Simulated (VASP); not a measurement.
# CoO (Fm-3m) in VASP: notebook

CoO is run at these levels: LDA+U; tasks: single point.

Everything below comes from runs of VASP 6.6.1. Logs are shortened: lines on timing, memory, paths and dates and some standing lists are left out, and cuts for length are marked.

## Step 1: The cell of the first run

Symmetry: Fm-3m, No. 225, cubic system. The conventional cell has a = 4.263 Å, b = 4.263 Å, c = 4.263 Å, α = 90.00°, β = 90.00°, γ = 90.00°. Within 2.8 Å of Co (site symmetry m-3m) lie 6 O at 2.13 Å. O (site symmetry m-3m) has 6 Co at 2.13 Å within 2.8 Å.

## Step 2: Single point, LDA+U, non-collinear spin, typed start, spin-orbit coupling

Input file INCAR:

```
PREC     = Accurate       # precision mode
ENCUT    = 520            # plane-wave cutoff, eV
EDIFF    = 1E-7           # SCF threshold, eV
ISMEAR   = 0              # smearing method
SIGMA    = 0.05           # smearing width, eV
LREAL    = False          # projectors in reciprocal space
LASPH    = True           # aspherical terms in the spheres
NELM     = 150            # most SCF steps
ALGO     = Normal         # electronic algorithm
ISIF     = 2              # what is computed and relaxed
LWAVE    = False          # write WAVECAR
LCHARG   = False          # write CHGCAR
MAGMOM   = 3 0 0 0 0 0    # initial moments
LORBIT   = 11             # projections on sites
LSORBIT  = True           # spin-orbit coupling
GGA_COMPAT= False        
LORBMOM  = True         
LMAXMIX  = 4              # l up to which the mixer works
LDAU     = True           # DFT+U
LDAUTYPE = 2            
LDAUL    = 2 -1           # shell
LDAUU    = 4 0            # U, eV
LDAUJ    = 0 0          
LDAUPRINT= 1            
NBANDS   = 27             # bands
```

Input file KPOINTS:

```
regular mesh
0
Gamma
  8 8 8
```

Input file POSCAR:

```
CoO
1.0
    0.0000000000      2.1315016600      2.1315016600
    2.1315016600      0.0000000000      2.1315016600
    2.1315016600      2.1315016600      0.0000000000
Co O
1 1
Direct
    0.0000000000      0.0000000000      0.0000000000
    0.5000000000      0.5000000000      0.5000000000
```

Potentials or basis: VASP PAW LDA potentials, release 64 (Co, O).

Started as:

```sh
$ cat potpaw_LDA.64/Co/POTCAR potpaw_LDA.64/O/POTCAR > POTCAR
$ mpirun -np 1 vasp_ncl > vasp.out
```

OUTCAR:

```text
PREC = Accurate
   ENCUT = 520
   EDIFF = 1E-7
   ISMEAR = 0
   LREAL = False
   LASPH = True
   NELM = 150
   ISIF = 2
   LORBIT = 11
   LSORBIT = True

 ion  position               nearest neighbor table
   1  0.000  0.000  0.000-   2 2.13   2 2.13   2 2.13   2 2.13   2 2.13   2 2.13
   2  0.500  0.500  0.500-   1 2.13   1 2.13   1 2.13   1 2.13   1 2.13   1 2.13

  LATTYP: Found a face centered cubic cell.
 ALAT       =     4.2630033200

  Lattice vectors:

 A1 = (   0.0000000000,   2.1315016600,   2.1315016600)
 A2 = (   2.1315016600,   0.0000000000,   2.1315016600)
 A3 = (   2.1315016600,   2.1315016600,   0.0000000000)

Analysis of symmetry for initial positions (statically):
=====================================================================
 Subroutine PRICEL returns:
 Original cell was already a primitive cell.

 Routine SETGRP: Setting up the symmetry group for a
 face centered cubic supercell.

 Subroutine GETGRP returns: Found 48 space group operations
 (whereof 48 operations were pure point group operations)
 out of a pool of 48 trial point group operations.

The static configuration has the point symmetry O_h .

Analysis of symmetry for dynamics (positions and initial velocities):
=====================================================================
 Subroutine PRICEL returns:
 Original cell was already a primitive cell.

 Routine SETGRP: Setting up the symmetry group for a
 face centered cubic supercell.

 Subroutine GETGRP returns: Found 48 space group operations
 (whereof 48 operations were pure point group operations)
 out of a pool of 48 trial point group operations.

The dynamic configuration has the point symmetry O_h .

Analysis of structural, dynamic, and magnetic symmetry:
=====================================================================
 Subroutine PRICEL returns:
 Original cell was already a primitive cell.

 Routine SETGRP: Setting up the symmetry group for a
 face centered cubic supercell.

 Subroutine GETGRP returns: Found  8 space group operations
 (whereof  8 operations were pure point group operations)
 out of a pool of 48 trial point group operations.

The overall configuration has the point symmetry C_4h.

 Subroutine INISYM returns: Found  8 space group operations
 (whereof  8 operations are pure point group operations),
 and found     1 'primitive' translations

----------------------------------------------------------------------------------------

                                     Primitive cell

  volume of cell :      19.3681

  direct lattice vectors                    reciprocal lattice vectors
     0.000000000  2.131501660  2.131501660    -0.234576407  0.234576407  0.234576407
     2.131501660  0.000000000  2.131501660     0.234576407 -0.234576407  0.234576407
     2.131501660  2.131501660  0.000000000     0.234576407  0.234576407 -0.234576407

  length of vectors
     3.014398556  3.014398556  3.014398556     0.406298254  0.406298254  0.406298254

  position of ions in fractional coordinates (direct lattice)
     0.000000000  0.000000000  0.000000000
     0.500000000  0.500000000  0.500000000

  ion indices of the primitive-cell ions
   primitive index   ion index
                 1           1
                 2           2

----------------------------------------------------------------------------------------

 KPOINTS: regular mesh

Automatic generation of k-mesh.
 Grid dimensions read from file:
 generate k-points for:    8    8    8

 Generating k-lattice:

[... 150 lines left out ...]
  o =  0.9698  v = -0.4997  0.0000 -0.0000 -0.0000  0.0000 -0.4997 -0.0000  0.0000 -0.0000 -0.0000      0.0000  0.0000  0.0113  0.4997 -0.0196  0.0000  0.0000 -0.0113  0.4997  0.0196
  o =  1.0142  v = -0.0208 -0.0003  0.0000  0.0000  0.0000  0.0208 -0.0003  0.0000 -0.0000  0.0000      0.0000 -0.0000 -0.6118  0.0208 -0.3532  0.0000 -0.0000 -0.6118 -0.0208 -0.3532
  o =  1.0153  v =  0.0030 -0.0000  0.0000  0.0000 -0.0000 -0.0030 -0.0000  0.0000 -0.0000 -0.0000      0.0000 -0.0000 -0.3535  0.0030  0.6124  0.0000  0.0000 -0.3535 -0.0030  0.6124

 number of electron      15.0000007 magnetization       2.9902680      0.0000000      0.0000000

 Free energy of the ion-electron system (eV)
  ---------------------------------------------------
  ext. energy  EPLUGINS =         0.00000000
  ---------------------------------------------------
  free energy    TOTEN  =       -13.19624899 eV

  energy without entropy =      -13.19624899  energy(sigma->0) =      -13.19624899

 E-fermi :   7.2890     XC(G=0): -12.8454

 val. band max:        7.0167010783   @ k =   0.5000   0.0000   0.0000
 cond. band min:       8.0599423764   @ k =   0.0000   0.0000   0.0000
 fundamental gap:      1.0432412981
 Fermi energy:         7.2889720802

 k-point     1 :       0.0000    0.0000    0.0000
  band No.  band energies     occupation
      1     -12.1126      1.00000
      2     -11.6956      1.00000
      3       2.0368      1.00000
      4       2.3219      1.00000
      5       2.3970      1.00000
      6       2.5132      1.00000
[... 709 lines left out ...]
     26      24.9363      0.00000
     27      25.6982      0.00000

 [... further k-points ...]
[... 5 lines left out ...]
  --------------------------------------------------------------------------------------
  -------------------------------------------------------------------------------------
  Total       -2.1952037     -1.3752908     -1.3752908      0.0000000     -0.0000001      0.0000000
  in kB     -181.5927007   -113.7674683   -113.7674683      0.0000000     -0.0000056      0.0000000
  external PRESSURE =    -136.3758791 kB  Pullay stress =       0.0000000 kB

 VOLUME and BASIS-vectors are now :
 -----------------------------------------------------------------------------
  energy-cutoff  :      520.00
  volume of cell :       19.37
      direct lattice vectors                 reciprocal lattice vectors
     0.000000000  2.131501660  2.131501660    -0.234576407  0.234576407  0.234576407
     2.131501660  0.000000000  2.131501660     0.234576407 -0.234576407  0.234576407
     2.131501660  2.131501660  0.000000000     0.234576407  0.234576407 -0.234576407

 POSITION                                       TOTAL-FORCE (eV/Angst)
 -----------------------------------------------------------------------------------
      0.00000      0.00000      0.00000        -0.000000     -0.000000      0.000000
      2.13150      2.13150      2.13150         0.000000      0.000000      0.000000
 -----------------------------------------------------------------------------------
    total drift:                               -0.000000     -0.000000     -0.000000

  FREE ENERGIE OF THE ION-ELECTRON SYSTEM (eV)
  ---------------------------------------------------
  free  energy   TOTEN  =       -13.1962489938 eV

  energy  without entropy=      -13.1962489938  energy(sigma->0) =      -13.19624899

 orbital moment (x)

 # of ion     p       d       tot
 ----------------------------------------
  1         0.000   1.127   1.127
  2         0.012   0.000   0.012
 ----------------------------------------
            0.012   1.127   1.139

 orbital moment (y)

 # of ion     p       d       tot
 ----------------------------------------
  1         0.000   0.000   0.000
  2         0.000   0.000   0.000
 ----------------------------------------
            0.000   0.000   0.000

 orbital moment (z)

 # of ion     p       d       tot
 ----------------------------------------
  1         0.000   0.000   0.000
  2         0.000   0.000   0.000
 ----------------------------------------
            0.000   0.000   0.000

 Spin-Orbit-Coupling matrix elements

 Ion:    1  E_soc:     -0.0610716
 l=   1
     0.0000000    -0.0001868    -0.0001841
    -0.0001868     0.0000000    -0.0001841
    -0.0001841    -0.0001841     0.0000000
 l=   2
     0.0000000    -0.0010940     0.0000000    -0.0172632    -0.0029920
    -0.0010940     0.0000000    -0.0034092    -0.0010940    -0.0011364
     0.0000000    -0.0034092     0.0000000    -0.0029723     0.0000000
    -0.0172632    -0.0010940    -0.0029723     0.0000000    -0.0000197
    -0.0029920    -0.0011364     0.0000000    -0.0000197     0.0000000
 l=   3
     0.0000000     0.0000000     0.0000000     0.0000000     0.0000000     0.0000000     0.0000000
     0.0000000     0.0000000     0.0000000     0.0000000     0.0000000     0.0000000     0.0000000
     0.0000000     0.0000000     0.0000000     0.0000000     0.0000000     0.0000000     0.0000000
     0.0000000     0.0000000     0.0000000     0.0000000     0.0000000     0.0000000     0.0000000
     0.0000000     0.0000000     0.0000000     0.0000000     0.0000000     0.0000000     0.0000000
     0.0000000     0.0000000     0.0000000     0.0000000     0.0000000     0.0000000     0.0000000
     0.0000000     0.0000000     0.0000000     0.0000000     0.0000000     0.0000000     0.0000000

 Ion:    2  E_soc:     -0.0003389
 l=   1
     0.0000000    -0.0001501    -0.0000097
    -0.0001501     0.0000000    -0.0000097
    -0.0000097    -0.0000097     0.0000000
 l=   2
     0.0000000     0.0000000     0.0000000     0.0000000     0.0000000
     0.0000000     0.0000000     0.0000000     0.0000000     0.0000000
     0.0000000     0.0000000     0.0000000     0.0000000     0.0000000
     0.0000000     0.0000000     0.0000000     0.0000000     0.0000000
     0.0000000     0.0000000     0.0000000     0.0000000     0.0000000
 l=   3
     0.0000000     0.0000000     0.0000000     0.0000000     0.0000000     0.0000000     0.0000000
     0.0000000     0.0000000     0.0000000     0.0000000     0.0000000     0.0000000     0.0000000
     0.0000000     0.0000000     0.0000000     0.0000000     0.0000000     0.0000000     0.0000000
     0.0000000     0.0000000     0.0000000     0.0000000     0.0000000     0.0000000     0.0000000
     0.0000000     0.0000000     0.0000000     0.0000000     0.0000000     0.0000000     0.0000000
     0.0000000     0.0000000     0.0000000     0.0000000     0.0000000     0.0000000     0.0000000
     0.0000000     0.0000000     0.0000000     0.0000000     0.0000000     0.0000000     0.0000000

 total charge

# of ion       s       p       d       tot
------------------------------------------
    1        0.308   0.373   7.157   7.839
    2        1.537   3.432   0.000   4.970
--------------------------------------------------
tot          1.846   3.805   7.157  12.808

 magnetization (x)

# of ion       s       p       d       tot
------------------------------------------
    1        0.017   0.017   2.680   2.715
    2        0.023   0.203   0.000   0.226
--------------------------------------------------
tot          0.040   0.220   2.680   2.941

 magnetization (y)

# of ion       s       p       d       tot
------------------------------------------
    1        0.000   0.000   0.000   0.000
    2        0.000   0.000   0.000   0.000
--------------------------------------------------
tot          0.000   0.000   0.000   0.000

 magnetization (z)

# of ion       s       p       d       tot
------------------------------------------
    1        0.000   0.000   0.000   0.000
    2        0.000   0.000   0.000   0.000
--------------------------------------------------
tot          0.000   0.000   0.000   0.000
```

Wall time 1.7 min (1 thread of Intel Xeon Platinum 8488C (Sapphire Rapids), shared host); peak memory 0.21 GiB.

What came out:

| Property | Result |
| --- | --- |
| Free energy | -13.1962 eV |
| Pressure | -13.6 GPa |
| Net moment | 2.99 μB per cell |
| Valence electrons inside the program's atomic spheres | Co 7.84; O 4.97 |

Moments on the atoms (μB; x, y, z):
```
Co  2.71 0.00 0.00
O   0.23 0.00 0.00
```

Caveat: a cell with one magnetic atom can't hold antiferromagnetic order, which such compounds often take. The state reached can hang on the start; a lower one may exist.

## Step 3: Single point, LDA+U, non-collinear spin, twin_end start, spin-orbit coupling

Input file INCAR:

```
SYSTEM = CoO
PREC = Accurate ; ENCUT = 520
EDIFF = 1E-6 ; ISMEAR = 0
SIGMA = 0.05 ; LREAL = .FALSE.
LASPH = .TRUE. ; NELM = 150
ALGO = Normal ; ISIF = 2
LWAVE = .FALSE. ; LCHARG = .FALSE.
LNONCOLLINEAR = .TRUE. ; MAGMOM = 2.86 0 0 0.62 0 0
LORBIT = 11 ; LSORBIT = .TRUE.
GGA_COMPAT = .FALSE. ; LORBMOM = .TRUE.
LMAXMIX = 4 ; LDAU = .TRUE.
LDAUTYPE = 2 ; LDAUL = 2 -1
LDAUU = 4 0 ; LDAUJ = 0 0
LDAUPRINT = 1 ; NBANDS = 27
```

Input file KPOINTS:

```
regular mesh
0
G
  8 8 8
  0 0 0
```

POSCAR is that of step 2.

Potentials or basis: VASP PAW LDA potentials, release 64 (Co, O).

Started as:

```sh
$ cat potpaw_LDA.64/Co/POTCAR potpaw_LDA.64/O/POTCAR > POTCAR
$ mpirun -np 1 vasp_ncl > vasp.out
```

Wall time 74 s (1 thread of Intel Xeon Platinum 8488C (Sapphire Rapids), shared host); peak memory 0.21 GiB.

Results (log left out):

```
Free energy                                           : -13.1962 eV
Pressure                                              : -13.6 GPa
Net moment                                            : 2.99 μB per cell
Valence electrons inside the program's atomic spheres : Co 7.84; O 4.97
```

Stress tensor (GPa, compression positive):
```
-18.12   0.00   0.00
  0.00 -11.33   0.00
  0.00   0.00 -11.33
```

Moments on the atoms (μB; x, y, z):
```
Co  2.71 0.00 0.00
O   0.23 0.00 0.00
```

Caveat: a cell with one magnetic atom can't hold antiferromagnetic order, which such compounds often take.

## Step 4: Single point, LDA+U, non-collinear spin, twin_end start, spin-orbit coupling

Input file INCAR:

```
SYSTEM = CoO
PREC = Accurate ; ENCUT = 520
EDIFF = 1E-6 ; ISMEAR = 0
SIGMA = 0.05 ; LREAL = .False.
LASPH = .True. ; NELM = 150
ALGO = Normal ; ISIF = 2
LWAVE = .False. ; LCHARG = .False.
LNONCOLLINEAR = .True. ; MAGMOM = 2.85 0 0 0.62 0 0
LORBIT = 11 ; LSORBIT = .True.
GGA_COMPAT = .False. ; LORBMOM = .True.
LMAXMIX = 4 ; LDAU = .True.
LDAUTYPE = 2 ; LDAUL = 2 -1
LDAUU = 4 0 ; LDAUJ = 0 0
LDAUPRINT = 1 ; GGA = CA
NBANDS = 27
```

Input file KPOINTS:

```
Automatic mesh
0
Gamma
  8 8 8
  0 0 0
```

POSCAR is that of step 3.

Started as:

```sh
$ cat potpaw_LDA.64/Co/POTCAR potpaw_LDA.64/O/POTCAR > POTCAR
$ mpirun -np 1 vasp_ncl > vasp.out
```

It took 71 s on 1 thread of Intel Xeon Platinum 8488C (Sapphire Rapids), shared host; peak memory 0.21 GiB.

The run converged. Its results:

| Quantity | Value |
| --- | --- |
| Free energy | -13.1962 eV |
| Pressure | -13.6 GPa |
| Net moment | 2.99 μB per cell |
| Valence electrons inside the program's atomic spheres | Co 7.84; O 4.97 |

Stress tensor (GPa, compression positive):
```
-18.12   0.00   0.00
  0.00 -11.33   0.00
  0.00   0.00 -11.33
```

Moments on the atoms (μB; x, y, z):
```
Co  2.71 0.00 0.00
O   0.23 0.00 0.00
```

Caveat: a cell with one magnetic atom can't hold antiferromagnetic order, which such compounds often take.
